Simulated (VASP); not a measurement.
Crystal: SnO.

```
CELL_PARAMETERS angstrom
2.76270 -2.72982 -0.02911
2.75258 2.71971 -0.03771
-0.12479 -0.01606 10.27056
ATOMIC_POSITIONS crystal
Sn 0.73559 0.26338 0.86331
Sn 0.27390 0.74405 0.13495
Sn 0.75725 0.23687 0.36708
Sn 0.24103 0.78178 0.63492
O 0.27188 0.24653 0.24677
O 0.74318 0.78238 0.74911
O 0.22150 0.27582 0.74943
O 0.77802 0.75991 0.25348
```

Base run:

| Property | Result |
| --- | --- |
| Program | VASP 6.6.1 |
| Functional | PBE |
| Potentials or basis | VASP PAW PBE potentials, release 64 (Sn_d, O) |
| Cutoff | 520 eV |
| k mesh | 6 × 6 × 2 |
| Occupations | gaussian, width 0.02 eV |
| Spin | no spin polarisation |

Its results: band gap on the k mesh 0.46 eV, indirect (least direct gap 1.80 eV); pressure -1.0 GPa; largest force 0.624 eV/Å.

**Question.** The run is repeated on the same cell with these changes: k mesh from 6 × 6 × 2 to 2 × 2 × 1. What comes out?

**Answer.** Band gap on the k mesh 0.44 eV, indirect (least direct gap 1.82 eV); pressure -1.6 GPa; largest force 0.699 eV/Å.

Caveats: some runs use coarse meshes; spin-orbit coupling is left out, which moves the levels of the heavy elements.

A k mesh can miss the band edges.
